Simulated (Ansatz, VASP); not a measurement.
## Two plane-wave programs on K3Ge

Contents of INCAR:

```
SYSTEM = K3Ge
PREC = Accurate
ENCUT = 600
EDIFF = 1E-6
ISMEAR = -1
SIGMA = 0.05
LREAL = .FALSE.
LASPH = .TRUE.
NELM = 60
ALGO = Normal
ISIF = 3
LWAVE = .FALSE.
LCHARG = .FALSE.
GGA = PE
IBRION = 2
NSW = 60
EDIFFG = -0.01
```

KPOINTS

```
Automatic mesh
0
G
  6 6 6
  0 0 0
```

Contents of POSCAR:

```
K3Ge
1.0
    0.0000000000      4.3110110000      4.3110110000
    4.3110110000      0.0000000000      4.3110110000
    4.3110110000      4.3110110000      0.0000000000
Ge K
1 3
Direct
    0.0000000000      0.0000000000      0.0000000000
    0.5000000000      0.5000000000      0.5000000000
    0.7500000000      0.7500000000      0.7500000000
    0.2500000000      0.2500000000      0.2500000000
```

Contents of input.yaml:

```yaml
crystal:
  lattice:
    - [0.0, 4.311011, 4.311011]
    - [4.311011, 0.0, 4.311011]
    - [4.311011, 4.311011, 0.0]
  atoms:
    - { symbol: Ge, position: [0.0, 0.0, 0.0] }
    - { symbol: K, position: [0.5, 0.5, 0.5] }
    - { symbol: K, position: [0.75, 0.75, 0.75] }
    - { symbol: K, position: [0.25, 0.25, 0.25] }
hamiltonian:
  xc: pbe
  pseudopotentials: { kind: paw }
kpoints:
  mp_grid: { grid: [6, 6, 6] }
scf:
  occupations: { method: fermi_dirac, width: 0.05 }
output:
  forces: true
  stress: true
  eigenvalues: true
  write_density: true
  write_potential: true
  elf: true
  volumetric_format: npy
relax:
  f_tol: 0.01
  max_steps: 40
  cell: { stress_tol: 0.05 }
```

Alike in both runs: task relaxation of cell and atoms; functional PBE; k mesh 6 × 6 × 6; occupations fermi-dirac, width 0.05 eV; no spin polarisation.

|  | VASP | Ansatz |
| --- | --- | --- |
| version | VASP 6.6.1 | Ansatz 0.2.0 |
| potentials or method | VASP PAW PBE potentials, release 64 (Ge_d, K_sv) | Ansatz PAW |
| plane-wave cutoff (eV) | 600 | 420 |
| valence electrons in the cell | 41 | 41 |

|  | VASP | Ansatz | Ansatz less VASP |
| --- | --- | --- | --- |
| gap on the k mesh at the Fermi level, each at its own relaxed structure (eV) | none | none | - |
| relaxed volume (Å³/atom) | 40.31 | 40.06 | -0.251 |
| relaxed cell length with the largest relative difference (Å) | 6.109 | 6.097 | -0.0127 |

A gap of «none» marks a metal or a gap that the smearing closes.

Noted on Ansatz's run: the plane-wave basis is chosen anew once the cell has moved, so the energies of steps on either side of that aren't comparable.
